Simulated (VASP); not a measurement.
Write the native input for VASP 6.6.1 that does the following.

| Property | Result |
| --- | --- |
| Task | single point |
| Functional | r2SCAN |
| Potentials or basis | VASP PAW PBE potentials, release 64 (Ag) |
| Cutoff | 520 eV |
| k mesh | 24 × 24 × 14 |
| Occupations | gaussian, width 0.15 eV |
| Spin | no spin polarisation |
| Dipole correction | no |
| Further INCAR settings | ALGO = Normal; EDIFF = 1e-07; NBANDS = 18 |

Crystal: Ag.

```
Ag
1.0
     2.75851    0.00000    0.00000
    -1.37926    2.38894    0.00000
     0.00000    0.00000    4.98524
Ag
2
Direct
  0.33333 0.66667 0.25000
  0.66667 0.33333 0.75000
```

This cell differs from its parent crystal: strain -0.050 along x and y, +0.050 along z.

The input as run:

POSCAR

```
Ag
1.0
    2.7585109773      0.0000000000      0.0000000000
   -1.3792554887      2.3889405830      0.0000000000
    0.0000000000      0.0000000000      4.9852386452
Ag
2
Direct
    0.3333333333      0.6666666667      0.2500000000
    0.6666666667      0.3333333333      0.7500000000
```

INCAR.step1

```
PREC = Accurate
ENCUT = 520
ISMEAR = 0
SIGMA = 0.15
LREAL = F
LASPH = T
NELM = 60
NBANDS = 18
GGA = PE
ALGO = Normal
EDIFF = 1E-4
LWAVE = T
LCHARG = F
```

INCAR.step2

```
PREC = Accurate
ENCUT = 520
EDIFF = 1E-7
ISMEAR = 0
SIGMA = 0.15
LREAL = F
LASPH = T
NELM = 60
ALGO = Normal
ISIF = 2
LWAVE = F
LCHARG = F
METAGGA = R2SCAN
LMIXTAU = T
NBANDS = 18
ISTART = 1
```

KPOINTS

```
regular mesh
0
Gamma
  24 24 14
```

Potentials or basis: VASP PAW PBE potentials, release 64 (Ag).

The run is started by

```console
$ cat potpaw_PBE.64/Ag/POTCAR > POTCAR
$ cp INCAR.step1 INCAR
$ mpirun -np 1 vasp_std > vasp.out
$ cp INCAR.step2 INCAR
$ mpirun -np 1 vasp_std > vasp.out
```

Results of the run:

```json
{
  "Pressure": "8.2 GPa",
  "Band gap on the k mesh": "zero (band 11 reaches 13.87 eV, above the bottom of band 12 at 5.22 eV)"
}
```

Caveat: the cell differs from its parent crystal (strain -0.050 along x and y, +0.050 along z); the PAW data sets were made with another functional, which shifts forces and pressure a little.

Run time: 15 min on 1 thread of Intel Xeon 6975P-C (shared host), peak memory 0.36 GiB.
